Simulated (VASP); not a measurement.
# TiSnS4 (P-3m1) in VASP: single point with PBE

Aim: the single point of TiSnS4 with PBE.

Program: VASP 6.6.1. These are calculated values, not measurements. Logs are shortened: lines on timing, memory, paths and dates and some standing lists are left out, and cuts for length are marked.

### 1 The cell of the first run

Symmetry: P-3m1, No. 164, trigonal system. Conventional cell: a = 3.574 Å, b = 3.574 Å, c = 13.493 Å, α = 90.00°, β = 90.00°, γ = 120.00°. Within 3.3 Å of Ti (site symmetry -3m) lie 6 S at 2.47 Å. Sn (site symmetry -3m) has 6 S at 2.56 Å within 3.4 Å. Within 3.3 Å of S (site symmetry 3m) lie 3 Ti at 2.47 Å. S (site symmetry 3m) has 3 Sn at 2.56 Å within 3.4 Å.

### 2 Single point, PBE

INCAR reads:

```
SYSTEM = TiSnS4
ALGO     = Normal         ! electronic algorithm
EDIFF    = 1E-6           ! SCF threshold, eV
ENCUT    = 520            ! plane-wave cutoff, eV
GGA      = PE             ! functional
ISIF     = 2              ! what is computed and relaxed
ISMEAR   = 0              ! smearing method
LASPH    = .TRUE.         ! aspherical terms in the spheres
LCHARG   = .FALSE.        ! write CHGCAR
LREAL    = .FALSE.        ! projectors in reciprocal space
LWAVE    = .FALSE.        ! write WAVECAR
NBANDS   = 34             ! bands
NELM     = 80             ! most SCF steps
PREC     = Accurate       ! precision mode
SIGMA    = 0.02           ! smearing width, eV
```

KPOINTS reads:

```
k-points
0
G
  12 12 4
  0 0 0
```

POSCAR reads:

```
TiSnS4
1.0
    3.5738089152      0.0000000000      0.0000000000
   -1.7869044576      3.0950093089      0.0000000000
    0.0000000000      0.0000000000     13.4930798937
Ti Sn S
1 1 4
Direct
    0.0000000000      0.0000000000      0.0000000000
    0.0000000000      0.0000000000      0.5000000000
    0.3333333333      0.6666666667      0.1001407761
    0.6666666667      0.3333333333      0.8998592239
    0.6666666667      0.3333333333      0.3871994135
    0.3333333333      0.6666666667      0.6128005865
```

Potentials or basis: VASP PAW PBE potentials, release 64 (Ti_sv, Sn_d, S).

The run is started by

```sh
cat potpaw_PBE.64/Ti_sv/POTCAR potpaw_PBE.64/Sn_d/POTCAR potpaw_PBE.64/S/POTCAR > POTCAR
mpirun -np 1 vasp_std > vasp.out
```

OUTCAR:

```text
SYSTEM = TiSnS4
   EDIFF = 1E-6
   ENCUT = 520
   GGA = PE
   ISIF = 2
   ISMEAR = 0
   LASPH = .TRUE.
   LREAL = .FALSE.
   NELM = 80
   PREC = Accurate

 ion  position               nearest neighbor table
   1  0.000  0.000  0.000-   3 2.47   4 2.47   4 2.47   3 2.47   4 2.47   3 2.47
   2  0.000  0.000  0.500-   5 2.56   6 2.56   5 2.56   6 2.56   5 2.56   6 2.56
   3  0.333  0.667  0.100-   1 2.47   1 2.47   1 2.47
   4  0.667  0.333  0.900-   1 2.47   1 2.47   1 2.47
   5  0.667  0.333  0.387-   2 2.56   2 2.56   2 2.56
   6  0.333  0.667  0.613-   2 2.56   2 2.56   2 2.56

  LATTYP: Found a hexagonal cell.
 ALAT       =     3.5738089152
 C/A-ratio  =     3.7755459830

  Lattice vectors:

 A1 = (   3.5738089152,   0.0000000000,   0.0000000000)
 A2 = (  -1.7869044576,   3.0950093089,   0.0000000000)
 A3 = (   0.0000000000,   0.0000000000,  13.4930798937)

Analysis of symmetry for initial positions (statically):
=====================================================================
 Subroutine PRICEL returns:
 Original cell was already a primitive cell.

 Routine SETGRP: Setting up the symmetry group for a
 hexagonal supercell.

 Subroutine GETGRP returns: Found 12 space group operations
 (whereof 12 operations were pure point group operations)
 out of a pool of 24 trial point group operations.

The static configuration has the point symmetry D_3d.

Analysis of symmetry for dynamics (positions and initial velocities):
=====================================================================
 Subroutine PRICEL returns:
 Original cell was already a primitive cell.

 Routine SETGRP: Setting up the symmetry group for a
 hexagonal supercell.

 Subroutine GETGRP returns: Found 12 space group operations
 (whereof 12 operations were pure point group operations)
 out of a pool of 24 trial point group operations.

The dynamic configuration has the point symmetry D_3d.

 Subroutine INISYM returns: Found 12 space group operations
 (whereof 12 operations are pure point group operations),
 and found     1 'primitive' translations

----------------------------------------------------------------------------------------

                                     Primitive cell

  volume of cell :     149.2466

  direct lattice vectors                    reciprocal lattice vectors
     3.573808915  0.000000000  0.000000000     0.279813505  0.161550403  0.000000000
    -1.786904458  3.095009309  0.000000000     0.000000000  0.323100805  0.000000000
     0.000000000  0.000000000 13.493079894     0.000000000  0.000000000  0.074112064

  length of vectors
     3.573808915  3.573808915 13.493079894     0.323100805  0.323100805  0.074112064

  position of ions in fractional coordinates (direct lattice)
     0.000000000  0.000000000  0.000000000
     0.000000000  0.000000000  0.500000000
     0.333333333  0.666666667  0.100140776
     0.666666667  0.333333333  0.899859224
     0.666666667  0.333333333  0.387199413
     0.333333333  0.666666667  0.612800587

  ion indices of the primitive-cell ions
   primitive index   ion index
                 1           1
                 2           2
                 3           3
                 4           4
                 5           5
                 6           6

----------------------------------------------------------------------------------------

 KPOINTS: k-points

Automatic generation of k-mesh.
 Grid dimensions read from file:
 generate k-points for:   12   12    4

 Generating k-lattice:

  Cartesian coordinates                     Fractional coordinates (reciprocal lattice)
     0.023317792  0.013462534  0.000000000     0.083333333  0.000000000  0.000000000
     0.000000000  0.026925067  0.000000000     0.000000000  0.083333333  0.000000000
     0.000000000  0.000000000  0.018528016     0.000000000  0.000000000  0.250000000

  Length of vectors
     0.026925067  0.026925067  0.018528016

  Shift w.r.t. Gamma in fractional coordinates (k-lattice)
     0.000000000  0.000000000  0.000000000

 Subroutine IBZKPT returns following result:
 ===========================================

 Found     69 irreducible k-points:

 Following reciprocal coordinates:
            Coordinates               Weight
  0.000000  0.000000  0.000000      1.000000
  0.083333  0.000000  0.000000      6.000000
  0.166667  0.000000  0.000000      6.000000
  0.250000  0.000000  0.000000      6.000000
  0.333333  0.000000  0.000000      6.000000
  0.416667  0.000000  0.000000      6.000000
[... 16 lines left out ...]
  0.166667  0.000000  0.250000      6.000000
  0.000000  0.166667  0.250000      6.000000
 [... further k-points ...]
   k-points           NKPTS =     69   k-points in BZ     NKDIM =     69   number of bands    NBANDS=     34
   number of dos      NEDOS =    301   number of ions     NIONS =      6
   total plane-waves  NPLWV =  78400
   dimension x,y,z NGX =    28 NGY =   28 NGZ =  100
   dimension x,y,z NGXF=    56 NGYF=   56 NGZF=  200
   ions per type =               1   1   4
   NGX,Y,Z   is equivalent  to a cutoff of  13.03, 13.03, 12.32 a.u.
   NGXF,Y,Z  is equivalent  to a cutoff of  26.05, 26.05, 24.64 a.u.
 SYSTEM =  TiSnS4
   PREC   = accura    normal or accurate (medium, high low for compatibility)
   ISTART =      0    job   : 0-new  1-cont  2-samecut
   ICHARG =      2    charge: 1-file 2-atom 10-const
   ISPIN  =      1    spin polarized calculation?
   LNONCOLLINEAR =      F non collinear calculations
   LSORBIT =      F    spin-orbit coupling
   LASPH  =      T    aspherical Exc in radial PAW
   ENCUT  =  520.0 eV  38.22 Ry    6.18 a.u.   6.64  6.64 25.09*2*pi/ulx,y,z
   NELM   =     80;   NELMIN=  2; NELMDL= -5     # of ELM steps
   EDIFF  = 0.1E-05   stopping-criterion for ELM
   LREAL  =      F    real-space projection
   EDIFFG = 0.1E-04   stopping-criterion for IOM
   NSW    =      0    number of steps for IOM
   IBRION =     -1    ionic relax: 0-MD 1-quasi-New 2-CG
   NFREE  =      0    steps in history (QN), initial steepest desc. (CG)
   ISIF   =      2    stress and relaxation
   ISYM   =      2    0-nonsym 1-usesym 2-fastsym
   POTIM  = 0.5000    time-step for ionic-motion
   TEBEG  =    0.0;   TEEND  =   0.0 temperature during run
   PSTRESS=    0.0 pullay stress
   NELECT =      50.0000    total number of electrons
   NUPDOWN=      -1.0000    fix difference up-down
   EMIN   =  10.00;   EMAX   =-10.00  energy-range for DOS
   EFERMI =   0.00;   METHOD = LEGACY
   ISMEAR =     0;   SIGMA  =   0.02  broadening in eV -4-tet -1-fermi 0-gaus
   EFERMI_NEDOS =   21; number of points for ismear=-14 and -15
   IALGO  =     38    algorithm
   IMIX   =      4    mixing-type and parameters
     AMIX     =   0.40;   BMIX     =  1.00
     AMIX_MAG =   1.60;   BMIX_MAG =  1.00
  volume/ion in A,a.u.               =      24.87       167.86
  Fermi-wavevector in a.u.,A,eV,Ry     =   1.137008  2.148633 17.589426  1.292786
  Thomas-Fermi vector in A             =   2.273713
   LORBIT       =      0    0 simple, 1 ext, 2 COOP (PROOUT), +10 PAW based schemes
   GGA     = PE    functional components
   LHFCALC =     F    Hartree Fock is set to
   AEXX    =    0.0000 exact exchange contribution
   IVDW    =     0    specifies the selected vdW correction
   LEPSILON=     F    determine dielectric tensor
   LRPA    =     F    only Hartree local field effects (RPA)
 non-spin polarized calculation
 Gauss-broadening in eV      SIGMA  =   0.02
  energy-cutoff  :      520.00
  volume of cell :      149.25
 maximum number of plane-waves:      4071
 NGX is ok and might be reduce to    28
   NGX = 13   NGY = 13   NGZ = 51

 number of electron      49.9999998 magnetization

 Free energy of the ion-electron system (eV)
  ---------------------------------------------------
  ext. energy  EPLUGINS =         0.00000000
  ---------------------------------------------------
  free energy    TOTEN  =       -32.99162458 eV

  energy without entropy =      -32.99162458  energy(sigma->0) =      -32.99162458

 E-fermi :   3.5247     XC(G=0):  -8.7684

 val. band max:        3.2945328773   @ k =   0.0000   0.0000   0.5000
 cond. band min:       3.7953086930   @ k =   0.5000   0.0000   0.0000
 fundamental gap:      0.5007758157
 Fermi energy:         3.5247318901

 k-point     1 :       0.0000    0.0000    0.0000
  band No.  band energies     occupation
      1     -54.3955      2.00000
      2     -30.6121      2.00000
      3     -30.5595      2.00000
      4     -30.5595      2.00000
      5     -17.9950      2.00000
      6     -17.9950      2.00000
[... 26 lines left out ...]
     33       8.5634      0.00000
     34       8.5634      0.00000

 k-point     2 :       0.0833    0.0000    0.0000
  band No.  band energies     occupation
      1     -54.3951      2.00000
      2     -30.6112      2.00000
      3     -30.5647      2.00000
      4     -30.5607      2.00000
      5     -17.9991      2.00000
      6     -17.9894      2.00000
[... 26 lines left out ...]
     33       8.3785      0.00000
     34       8.7350      0.00000

 k-point     3 :       0.1667    0.0000    0.0000
  band No.  band energies     occupation
      1     -54.3939      2.00000
      2     -30.6086      2.00000
      3     -30.5789      2.00000
      4     -30.5639      2.00000
      5     -18.0120      2.00000
      6     -17.9746      2.00000
[... 26 lines left out ...]
     33       8.7288      0.00000
     34       9.1173      0.00000
[... 704 lines left out ...]
 k-point    23 :       0.1667    0.0000    0.2500
  band No.  band energies     occupation
      1     -54.3939      2.00000
      2     -30.6086      2.00000
      3     -30.5789      2.00000
      4     -30.5639      2.00000
      5     -18.0120      2.00000
      6     -17.9746      2.00000
[... 26 lines left out ...]
     33       8.7196      0.00000
     34       9.1171      0.00000

 k-point    24 :       0.0000    0.1667    0.2500
  band No.  band energies     occupation
      1     -54.3939      2.00000
      2     -30.6086      2.00000
      3     -30.5789      2.00000
      4     -30.5639      2.00000
      5     -18.0120      2.00000
      6     -17.9746      2.00000
[... 26 lines left out ...]
     33       8.7508      0.00000
     34       9.1171      0.00000

 [... further k-points ...]

------------------------ aborting loop because EDIFF is reached ----------------------------------------

  FORCE on cell =-STRESS in cart. coord.  units (eV):
  Direction    XX          YY          ZZ          XY          YZ          ZX
  --------------------------------------------------------------------------------------
  -------------------------------------------------------------------------------------
  Total       -0.0772139     -0.0772139     -0.0157932      0.0000000      0.0000000      0.0000000
  in kB       -0.8288988     -0.8288988     -0.1695413      0.0000000      0.0000000      0.0000000
  external PRESSURE =      -0.6091129 kB  Pullay stress =       0.0000000 kB

 VOLUME and BASIS-vectors are now :
 -----------------------------------------------------------------------------
  energy-cutoff  :      520.00
  volume of cell :      149.25
      direct lattice vectors                 reciprocal lattice vectors
     3.573808915  0.000000000  0.000000000     0.279813505  0.161550403  0.000000000
    -1.786904458  3.095009309  0.000000000     0.000000000  0.323100805  0.000000000
     0.000000000  0.000000000 13.493079894     0.000000000  0.000000000  0.074112064

 POSITION                                       TOTAL-FORCE (eV/Angst)
 -----------------------------------------------------------------------------------
      0.00000      0.00000      0.00000         0.000000     -0.000000      0.000000
      0.00000      0.00000      6.74654         0.000000     -0.000000      0.000000
     -0.00000      2.06334      1.35121        -0.000000      0.000000      0.009437
      1.78690      1.03167     12.14187         0.000000     -0.000000     -0.009437
      1.78690      1.03167      5.22451        -0.000000     -0.000000      0.009130
     -0.00000      2.06334      8.26857         0.000000      0.000000     -0.009130
 -----------------------------------------------------------------------------------
    total drift:                               -0.000000      0.000000      0.000000

  FREE ENERGIE OF THE ION-ELECTRON SYSTEM (eV)
  ---------------------------------------------------
  free  energy   TOTEN  =       -32.9916245844 eV

  energy  without entropy=      -32.9916245844  energy(sigma->0) =      -32.99162458
```

Run time: 3.4 min. Hardware: 1 thread of Intel Xeon 6975P-C (Granite Rapids), shared host; peak memory 0.49 GiB.

Results:

* Free energy: -32.9916 eV
* Pressure: -0.1 GPa
* Largest force: 0.009 eV/Å
* Band gap on the k mesh: 0.50 eV, indirect (least direct gap 0.57 eV)

Forces on the atoms (eV/Å):
```
Ti   0.000  0.000  0.000
Sn   0.000  0.000  0.000
S    0.000  0.000  0.009
S    0.000  0.000 -0.009
S    0.000  0.000  0.009
S    0.000  0.000 -0.009
```

Caveat: spin-orbit coupling is left out, which moves the levels of the heavy elements; this functional lacks dispersion, which binds the layers, so the pressure and a relaxed spacing across them are unreliable.
